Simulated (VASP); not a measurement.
Write the native input for VASP 6.6.1 that does the following.

* Task: single point
* Functional: PBEsol
* Potentials or basis: VASP PAW PBE potentials, release 64 (Nb_sv, As)
* Cutoff: 520 eV
* k mesh: 10 × 10 × 10
* Occupations: gaussian, width 0.05 eV
* Spin: no spin polarisation
* Dipole correction: no
* Further INCAR settings: ALGO = Normal; EDIFF = 1e-07; NBANDS = 16

The structure of NbAs lies in POSCAR:

```
NbAs
1.0
    0.0000000000      2.5699765302      2.5699765302
    2.5699765302      0.0000000000      2.5699765302
    2.5699765302      2.5699765302      0.0000000000
Nb As
1 1
Direct
    0.5000000000      0.5000000000      0.5000000000
    0.0000000000      0.0000000000      0.0000000000
```

This cell differs from its parent crystal: volume scaled by 0.960.

The input as run:

INCAR

```
PREC     = Accurate       # precision mode
ENCUT    = 520            # plane-wave cutoff, eV
EDIFF    = 1E-7           # SCF threshold, eV
ISMEAR   = 0              # smearing method
SIGMA    = 0.05           # smearing width, eV
LREAL    = F              # projectors in reciprocal space
LASPH    = T              # aspherical terms in the spheres
NELM     = 100            # most SCF steps
ALGO     = Normal         # electronic algorithm
ISIF     = 2              # what is computed and relaxed
LWAVE    = F              # write WAVECAR
LCHARG   = T              # write CHGCAR
GGA      = PS             # functional
LELF     = T              # ELF
LVHAR    = T            
NBANDS   = 16             # bands
```

KPOINTS

```
regular mesh
0
Gamma
  10 10 10
```

Potentials or basis: VASP PAW PBE potentials, release 64 (Nb_sv, As).

Command:

```bash
$ cat potpaw_PBE.64/Nb_sv/POTCAR potpaw_PBE.64/As/POTCAR > POTCAR
$ mpirun -np 1 vasp_std > vasp.out
```

It gave:

```yaml
Pressure: 7.4 GPa
Band_gap_on_the_k_mesh: zero (band 9 reaches 11.25 eV, above the bottom of band 10 at 9.19 eV)
```

Caveat: the PAW data sets were made with another functional, which shifts forces and pressure a little.

Run time: 46 s on 1 thread of Intel Xeon 8259CL (shared host), peak memory 0.17 GiB.
